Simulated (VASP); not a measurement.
# Ge (I4_1/amd) in VASP: relaxation of cell and atoms with PBE

Aim: the relaxation of cell and atoms of Ge with PBE.

Program: VASP 6.6.1. These are calculated values, not measurements. Logs are shortened: lines on timing, memory, paths and dates and some standing lists are left out, and cuts for length are marked.

### 1 The cell of the first run

Symmetry: I4_1/amd, No. 141, tetragonal system. The conventional cell has a = 5.226 Å, b = 5.226 Å, c = 2.856 Å, α = 90.00°, β = 90.00°, γ = 90.00°. Within 3.6 Å of Ge (site symmetry -4m2) lie 10 Ge at 2.71 to 3.38 Å.

### 2 Relaxation of cell and atoms, PBE, target pressure -0.68 GPa, at which the enthalpy is minimised

INCAR reads:

```
PREC = Accurate
ENCUT = 600
EDIFF = 1E-6
ISMEAR = -1
SIGMA = 0.05
LREAL = False
LASPH = True
NELM = 60
ALGO = Normal
ISIF = 3
LWAVE = False
LCHARG = False
GGA = PE
IBRION = 2
NSW = 32
EDIFFG = -0.005
PSTRESS = -6.800000000000001
```

KPOINTS reads:

```
Automatic mesh
0
Gamma
  15 15 15
```

POSCAR reads:

```
Ge
1.0
   -2.6131355585      2.6131355585      1.4278879043
    2.6131355585     -2.6131355585      1.4278879043
    2.6131355585      2.6131355585     -1.4278879043
Ge
2
Direct
   -0.3750000000     -0.1250000000     -0.2500000000
    0.3750000000      0.1250000000      0.2500000000
```

Potentials or basis: VASP PAW PBE potentials, release 64 (Ge_d).

Command:

```bash
$ cat potpaw_PBE.64/Ge_d/POTCAR > POTCAR
$ mpirun -np 1 vasp_std > vasp.out
```

OUTCAR:

```text
PREC = Accurate
   ENCUT = 600
   EDIFF = 1E-6
   ISMEAR = -1
   LREAL = False
   LASPH = True
   NELM = 60
   ISIF = 3
   GGA = PE
   IBRION = 2
   NSW = 32
   EDIFFG = -0.005
   PSTRESS = -6.800000000000001

 ion  position               nearest neighbor table
   1  0.625  0.875  0.750-   2 2.71   2 2.71   2 2.71   2 2.71
   2  0.375  0.125  0.250-   1 2.71   1 2.71   1 2.71   1 2.71

  LATTYP: Found a body centered tetragonal cell.
 ALAT       =     5.2262711170
 C/A-ratio  =     0.5464270308

  Lattice vectors:

 A1 = (  -2.6131355585,   2.6131355585,   1.4278879043)
 A2 = (   2.6131355585,  -2.6131355585,   1.4278879043)
 A3 = (   2.6131355585,   2.6131355585,  -1.4278879043)

Analysis of symmetry for initial positions (statically):
=====================================================================
 Subroutine PRICEL returns:
 Original cell was already a primitive cell.

 Routine SETGRP: Setting up the symmetry group for a
 body centered tetragonal supercell.

 Subroutine GETGRP returns: Found 16 space group operations
 (whereof  4 operations were pure point group operations)
 out of a pool of 16 trial point group operations.

The static configuration has the point symmetry C_2h.
 The point group associated with its full space group is D_4h.

Analysis of symmetry for dynamics (positions and initial velocities):
=====================================================================
 Subroutine PRICEL returns:
 Original cell was already a primitive cell.

 Routine SETGRP: Setting up the symmetry group for a
 body centered tetragonal supercell.

 Subroutine GETGRP returns: Found 16 space group operations
 (whereof  4 operations were pure point group operations)
 out of a pool of 16 trial point group operations.

The dynamic configuration has the point symmetry C_2h.
 The point group associated with its full space group is D_4h.

 Subroutine INISYM returns: Found 16 space group operations
 (whereof  4 operations are pure point group operations),
 and found     1 'primitive' translations

----------------------------------------------------------------------------------------

                                     Primitive cell

  volume of cell :      39.0012

  direct lattice vectors                    reciprocal lattice vectors
    -2.613135558  2.613135558  1.427887904     0.000000000  0.191341011  0.350167544
     2.613135558 -2.613135558  1.427887904     0.191341011  0.000000000  0.350167544
     2.613135558  2.613135558 -1.427887904     0.191341011  0.191341011  0.000000000

  length of vectors
     3.961794891  3.961794891  3.961794891     0.399034699  0.399034699  0.270597053

  position of ions in fractional coordinates (direct lattice)
     0.625000000  0.875000000  0.750000000
     0.375000000  0.125000000  0.250000000

  ion indices of the primitive-cell ions
   primitive index   ion index
                 1           1
                 2           2

----------------------------------------------------------------------------------------

 KPOINTS: Automatic mesh

Automatic generation of k-mesh.
 Grid dimensions read from file:
 generate k-points for:   15   15   15

 Generating k-lattice:

  Cartesian coordinates                     Fractional coordinates (reciprocal lattice)
     0.000000000  0.012756067  0.023344503     0.066666667 -0.000000000  0.000000000
     0.012756067  0.000000000  0.023344503    -0.000000000  0.066666667  0.000000000
     0.012756067  0.012756067  0.000000000     0.000000000  0.000000000  0.066666667

  Length of vectors
     0.026602313  0.026602313  0.018039804

  Shift w.r.t. Gamma in fractional coordinates (k-lattice)
     0.000000000  0.000000000  0.000000000

 Subroutine IBZKPT returns following result:
 ===========================================

 Found    288 irreducible k-points:

 Following reciprocal coordinates:
            Coordinates               Weight
  0.000000  0.000000  0.000000      1.000000
  0.066667  0.000000  0.000000      8.000000
  0.133333 -0.000000  0.000000      8.000000
  0.200000 -0.000000  0.000000      8.000000
  0.266667 -0.000000  0.000000      8.000000
  0.333333  0.000000  0.000000      8.000000
[... 16 lines left out ...]
  0.133333  0.133333  0.000000      8.000000
  0.200000  0.133333  0.000000     16.000000
 [... further k-points ...]
   k-points           NKPTS =    288   k-points in BZ     NKDIM =    288   number of bands    NBANDS=     18
   number of dos      NEDOS =    301   number of ions     NIONS =      2
   total plane-waves  NPLWV =  32768
   dimension x,y,z NGX =    32 NGY =   32 NGZ =   32
   dimension x,y,z NGXF=    64 NGYF=   64 NGZF=   64
   ions per type =               2
   NGX,Y,Z   is equivalent  to a cutoff of  13.43, 13.43, 13.43 a.u.
   NGXF,Y,Z  is equivalent  to a cutoff of  26.86, 26.86, 26.86 a.u.
 SYSTEM =  unknown system
   PREC   = accura    normal or accurate (medium, high low for compatibility)
   ISTART =      0    job   : 0-new  1-cont  2-samecut
   ICHARG =      2    charge: 1-file 2-atom 10-const
   ISPIN  =      1    spin polarized calculation?
   LNONCOLLINEAR =      F non collinear calculations
   LSORBIT =      F    spin-orbit coupling
   LASPH  =      T    aspherical Exc in radial PAW
   ENCUT  =  600.0 eV  44.10 Ry    6.64 a.u.   7.91  7.91  7.91*2*pi/ulx,y,z
   NELM   =     60;   NELMIN=  2; NELMDL= -5     # of ELM steps
   EDIFF  = 0.1E-05   stopping-criterion for ELM
   LREAL  =      F    real-space projection
   EDIFFG = -.5E-02   stopping-criterion for IOM
   NSW    =     32    number of steps for IOM
   IBRION =      2    ionic relax: 0-MD 1-quasi-New 2-CG
   NFREE  =      1    steps in history (QN), initial steepest desc. (CG)
   ISIF   =      3    stress and relaxation
   ISYM   =      2    0-nonsym 1-usesym 2-fastsym
   POTIM  = 0.5000    time-step for ionic-motion
   TEBEG  =    0.0;   TEEND  =   0.0 temperature during run
   PSTRESS=   -6.8 pullay stress
   NELECT =      28.0000    total number of electrons
   NUPDOWN=      -1.0000    fix difference up-down
   EMIN   =  10.00;   EMAX   =-10.00  energy-range for DOS
   EFERMI =   0.00;   METHOD = LEGACY
   ISMEAR =    -1;   SIGMA  =   0.05  broadening in eV -4-tet -1-fermi 0-gaus
   EFERMI_NEDOS =   21; number of points for ismear=-14 and -15
   IALGO  =     38    algorithm
   IMIX   =      4    mixing-type and parameters
     AMIX     =   0.40;   BMIX     =  1.00
     AMIX_MAG =   1.60;   BMIX_MAG =  1.00
  volume/ion in A,a.u.               =      19.50       131.60
  Fermi-wavevector in a.u.,A,eV,Ry     =   1.465890  2.770131 29.236672  2.148835
  Thomas-Fermi vector in A             =   2.581693
   LORBIT       =      0    0 simple, 1 ext, 2 COOP (PROOUT), +10 PAW based schemes
   GGA     = PE    functional components
   LHFCALC =     F    Hartree Fock is set to
   AEXX    =    0.0000 exact exchange contribution
   IVDW    =     0    specifies the selected vdW correction
   LEPSILON=     F    determine dielectric tensor
   LRPA    =     F    only Hartree local field effects (RPA)
 conjugate gradient relaxation of ions
 non-spin polarized calculation
  energy-cutoff  :      600.00
  volume of cell :       39.00
 maximum number of plane-waves:      1326
   NGX = 15   NGY = 15   NGZ = 15

--------------------------------------- Ionic step        1  -------------------------------------------

 number of electron      28.0000025 magnetization

 Free energy of the ion-electron system (eV)
  ---------------------------------------------------
  ext. energy  EPLUGINS =         0.00000000
  ---------------------------------------------------
  free energy    TOTEN  =        -8.57592526 eV

  energy without entropy =       -8.56936092  energy(sigma->0) =       -8.57264309

------------------------ aborting loop because EDIFF is reached ----------------------------------------

  FORCE on cell =-STRESS in cart. coord.  units (eV):
  Direction    XX          YY          ZZ          XY          YZ          ZX
  --------------------------------------------------------------------------------------
  -------------------------------------------------------------------------------------
  Total       -0.1893544     -0.1893544     -0.1975551     -0.0000000     -0.0000000      0.0000000
  in kB       -7.7787184     -7.7787184     -8.1156022     -0.0000000     -0.0000000      0.0000000
  external PRESSURE =      -1.0910130 kB  Pullay stress =      -6.8000000 kB
[... 61 lines left out ...]
  enthalpy is  TOTEN    =        -8.7413999500 eV   P V=       -0.1652119256

--------------------------------------- Ionic step        3  -------------------------------------------

 number of electron      28.0000025 magnetization

 Free energy of the ion-electron system (eV)
  ---------------------------------------------------
  ext. energy  EPLUGINS =         0.00000000
  ---------------------------------------------------
  free energy    TOTEN  =        -8.57598011 eV

  energy without entropy =       -8.56942047  energy(sigma->0) =       -8.57270029

 E-fermi :   6.2416     XC(G=0): -11.0642

 val. band max:        6.2249834288   @ k =  -0.0667  -0.2667   0.0667
 cond. band min:       6.2461431710   @ k =  -0.3333   0.4667   0.0667
 fundamental gap:      0.0211597422
 Fermi energy:         6.2415536742

 k-point     1 :       0.0000    0.0000    0.0000
  band No.  band energies     occupation
      1     -18.4632      2.00000
      2     -18.4267      2.00000
      3     -18.3974      2.00000
      4     -18.3954      2.00000
      5     -18.3108      2.00000
      6     -18.3108      2.00000
[... 10 lines left out ...]
     17      13.5682      0.00000
     18      13.8915      0.00000
[... 466 lines left out ...]
      2     -18.3755      2.00000
      3     -18.3685      2.00000
      4     -18.3469      2.00000
      5     -18.3430      2.00000
      6     -18.3338      2.00000
[... 10 lines left out ...]
     17      10.5826      0.00000
     18      11.0115      0.00000

 [... further k-points ...]
[... 5 lines left out ...]
  --------------------------------------------------------------------------------------
  -------------------------------------------------------------------------------------
  Total       -0.1592388     -0.1592388     -0.1735278     -0.0000000      0.0000000      0.0000000
  in kB       -6.5439729     -6.5439729     -7.1311836     -0.0000000      0.0000000      0.0000000
  external PRESSURE =       0.0602902 kB  Pullay stress =      -6.8000000 kB
[... 17 lines left out ...]
  FREE ENERGIE OF THE ION-ELECTRON SYSTEM (eV)
  ---------------------------------------------------
  free  energy   TOTEN  =        -8.5759801146 eV

  energy  without entropy=       -8.5694204740  energy(sigma->0) =       -8.57270029

  enthalpy is  TOTEN    =        -8.7414489982 eV   P V=       -0.1654688836

 reached required accuracy - stopping structural energy minimisation
```

Run time: 2.2 min. Hardware: 1 thread of Intel Xeon 6975P-C (Granite Rapids), shared host; peak memory 0.34 GiB.

Results:

```
Free energy                                                : -8.5760 eV
Relaxed volume                                             : 19.49 Å³/atom
Relaxed cell                                               : a = 3.961 Å, b = 3.961 Å, c = 3.961 Å, α = 97.46°, β = 97.46°, γ = 137.75°
Space group after relaxing (to 0.1 Å)                      : I4_1/amd (No. 141)
Energy change on relaxing (the run minimises the enthalpy) : -0.0 meV/atom
Ionic steps                                                : 3
Pressure after relaxing                                    : -0.7 GPa
Band gap on the k mesh                                     : zero (bands 14 and 15 overlap by 4.99 eV)
```

Final structure:
```
Ge
1.0
    -2.61285    2.61285    1.42768
     2.61285   -2.61285    1.42768
     2.61285    2.61285   -1.42768
Ge
2
Cartesian
  2.6128 1.3064 1.0708
  0.0000 1.3064 0.3569
```

Caveat: the cell is relaxed towards a set pressure, so the run minimises the enthalpy, not the energy.

The gap in the log of VASP goes by the Fermi energy; the results here count the filled bands.